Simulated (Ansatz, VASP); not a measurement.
## Two plane-wave programs on SiNi

```
CELL_PARAMETERS angstrom
4.11054 0.00000 0.00000
0.00000 4.11054 0.00000
0.00000 0.00000 4.11054
ATOMIC_POSITIONS crystal
Si 0.84646 0.84646 0.84646
Si 0.65354 0.15354 0.34646
Si 0.34646 0.65354 0.15354
Si 0.15354 0.34646 0.65354
Ni 0.14899 0.14899 0.14899
Ni 0.35101 0.85101 0.64899
Ni 0.64899 0.35101 0.85101
Ni 0.85101 0.64899 0.35101
```

Change from the starting cell: strain -0.080 along x and y, -0.080 along z, atoms carried along.

Alike in both runs: task single point; functional PBEsol; k mesh 10 × 10 × 10; occupations gaussian, width 0.15 eV; no spin polarisation.

|  | VASP | Ansatz |
| --- | --- | --- |
| version | VASP 6.6.1 | Ansatz 0.2.0 |
| potentials or method | VASP PAW PBE potentials, release 64 (Si, Ni), cutoff 520 eV | scalar-relativistic, plane waves, PAW |
| valence electrons in the cell | 56 | 88 |

|  | VASP | Ansatz | Ansatz less VASP |
| --- | --- | --- | --- |
| gap on the k mesh at the Fermi level (eV) | none | none | - |
| pressure (GPa) | 90.1 | 89.6 | -0.46 |
| rms of the force components (eV/Å) | 0.146 | 0.141 | -0.0044 |

VASP's potentials were made for PBE, not for PBEsol. Atom by atom the forces differ by 0.005 eV/Å (rms over components). A gap of «none» marks a metal or a gap that the smearing closes. Both programs put the cell under a high pressure, so it lies far from rest at this level. VASP's potentials hold 56 valence electrons a cell and Ansatz's 88, so a difference there can come from the potentials and not from the codes.

Noted on VASP's run: the cell as given lies far from equilibrium.
